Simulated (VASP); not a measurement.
Wanted: the native input for a VASP 6.6.1 run.

```
Task                   : single point
Functional             : PBE
Potentials or basis    : VASP PAW PBE potentials, release 64 (Mg, Se, S)
Cutoff                 : 520 eV
k mesh                 : 4 × 4 × 4
Occupations            : gaussian, width 0.1 eV
Spin                   : no spin polarisation
Dipole correction      : no
Further INCAR settings : ALGO = Normal; EDIFF = 1e-07; NBANDS = 25
```

The structure of MgSeS4 lies in POSCAR:

```
MgSeS4
1.0
    0.0000000000      4.0047809200      4.0047809200
    4.0047809200      0.0000000000      4.0047809200
    4.0047809200      4.0047809200      0.0000000000
Mg Se S
1 1 4
Direct
    0.7500000000      0.7500000000      0.7500000000
    0.0000000000      0.0000000000      0.0000000000
    0.8776099700      0.3741300100      0.3741300100
    0.3741300100      0.3741300100      0.3741300100
    0.3741300100      0.8776099700      0.3741300100
    0.3741300100      0.3741300100      0.8776099700
```

The input as run:

INCAR

```
PREC = Accurate
ENCUT = 520
EDIFF = 1E-7
ISMEAR = 0
SIGMA = 0.1
LREAL = F
LASPH = T
NELM = 60
ALGO = Normal
ISIF = 2
LWAVE = F
LCHARG = F
GGA = PE
NBANDS = 25
```

KPOINTS

```
Automatic mesh
0
Gamma
  4 4 4
```

Potentials or basis: VASP PAW PBE potentials, release 64 (Mg, Se, S).

The run is started by

```sh
$ cat potpaw_PBE.64/Mg/POTCAR potpaw_PBE.64/Se/POTCAR potpaw_PBE.64/S/POTCAR > POTCAR
$ mpirun -np 1 vasp_std > vasp.out
```

Results of the run:

```
Pressure               : -6.8 GPa
Largest force          : 0.087 eV/Å
Band gap on the k mesh : zero (band 16 reaches 4.98 eV, above the bottom of band 17 at 4.11 eV)
```

Wall time 58 s on 1 thread of AMD EPYC 7R43 64-Core Processor (Zen 3) (shared host), peak memory 0.2 GiB.
